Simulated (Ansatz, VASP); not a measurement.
# Pd in VASP and in Ansatz

POSCAR

```
Pd
1.0
    0.0000000000      2.5875069197      2.5875069197
    2.5875069197      0.0000000000      2.5875069197
    2.5875069197      2.5875069197      0.0000000000
Pd
2
Direct
    1.0000000000      0.0000000000      0.0000000000
    0.5000000000      0.5000000000      0.5000000000
```

The input INCAR.step1:

```
ALGO = Normal
EDIFF = 1E-4
ENCUT = 520
GGA = PE
ISMEAR = -1
ISPIN = 2
LASPH = T
LCHARG = F
LMAXMIX = 4
LREAL = F
LWAVE = T
MAGMOM = 0.5 -0.5
NBANDS = 21
NELM = 150
PREC = Accurate
SIGMA = 0.05
```

File INCAR.step2:

```
ALGO = Normal
EDIFF = 1E-6
ENCUT = 520
ISIF = 2
ISMEAR = -1
ISPIN = 2
ISTART = 1
LASPH = T
LCHARG = T
LELF = T
LMAXMIX = 4
LMIXTAU = T
LORBIT = 11
LREAL = F
LVHAR = T
LWAVE = F
MAGMOM = 0.5 -0.5
METAGGA = R2SCAN
NBANDS = 21
NELM = 150
PREC = Accurate
SIGMA = 0.05
```

Contents of KPOINTS:

```
k-points
0
Gamma
  12 12 12
```

Input for Ansatz:

```yaml
crystal:
  lattice:
    - [0.0, 2.5875069197, 2.5875069197]
    - [2.5875069197, 0.0, 2.5875069197]
    - [2.5875069197, 2.5875069197, 0.0]
  atoms:
    - { symbol: Pd, position: [1.0, 0.0, 0.0], spin: 0.5 }
    - { symbol: Pd, position: [0.5, 0.5, 0.5], spin: -0.5 }
hamiltonian:
  xc: r2scan
  pseudopotentials:
    kind: paw
    azcp:
      Pd: "pseudopotentials/Pd.paw.azcp"
basis:
  ecutwfc: 500
  fft_grid_basis: typed
kpoints:
  mp_grid: { grid: [12, 12, 12], shift: [0, 0, 0] }
magnetization:
  spin_polarized: true
scf:
  occupations: { method: fermi_dirac, width: 0.05 }
  lower_state_search: "off"
output:
  stress: true
```

Alike in both runs: task single point; functional r2SCAN; k mesh 12 × 12 × 12; occupations fermi-dirac, width 0.05 eV; collinear spin.

|  | VASP | Ansatz |
| --- | --- | --- |
| version | VASP 6.6.1 | Ansatz 0.2.0 |
| potentials or method | VASP PAW PBE potentials, release 64 (Pd), cutoff 520 eV | plane waves (500 eV) with PAW, scalar-relativistic |
| valence electrons in the cell | 20 | 36 |

|  | VASP | Ansatz | Ansatz less VASP |
| --- | --- | --- | --- |
| pressure (GPa) | 0.6 | 0.1 | -0.49 |
| net moment per atom (μB) | 0.00 | 0.00 | 0.000 |

VASP's potentials were made for PBE, not for r2SCAN. With one functional, cell and mesh, what is left measures potentials, basis and numerics. VASP's potentials hold 20 valence electrons a cell and Ansatz's 36, so a difference there can come from the potentials and not from the codes. Ansatz's warnings: seeded moment not kept, stability check not made.
